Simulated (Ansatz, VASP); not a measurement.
AlNi: VASP beside Ansatz

```xyz
2
Lattice="2.0428 -2.0428 0.0000 2.0428 2.0428 0.0000 0.0000 0.0000 2.9011" Properties=species:S:1:pos:R:3 pbc="T T T"
Al    0.0000    0.0000   -0.1500
Ni    2.0428    0.0000    1.4506
```

Change from the starting cell: all Al atoms moved -0.150 Å, as atom 1 along Cartesian [0 0 1].

Alike in both runs: task single point; functional PBE; k mesh 20 × 20 × 20; occupations gaussian, width 0.15 eV; no spin polarisation.

|  | VASP | Ansatz |
| --- | --- | --- |
| version | VASP 6.6.1 | Ansatz 0.2.0 |
| potentials or method | VASP PAW PBE potentials, release 64 (Al, Ni), cutoff 520 eV | scalar-relativistic, plane waves, PAW |
| valence electrons in the cell | 13 | 21 |

Ansatz gave:

```
gap on the k mesh at the Fermi level (eV)                     : none
pressure (GPa)                                                : 1.5
traceless stress, the component that is largest in VASP (GPa) : -0.91
rms of the force components (eV/Å)                            : 0.492
```

Task: What did VASP give for the same quantities?

Result: gap on the k mesh at the Fermi level (eV): none; pressure (GPa): 1.4; traceless stress, the component that is largest in VASP (GPa): -0.92; rms of the force components (eV/Å): 0.494.

Atom by atom the forces differ by 0.002 eV/Å (rms over components). A gap of «none» marks a metal or a gap that the smearing closes. VASP's potentials hold 13 valence electrons a cell and Ansatz's 21, so a difference there can come from the potentials and not from the codes.
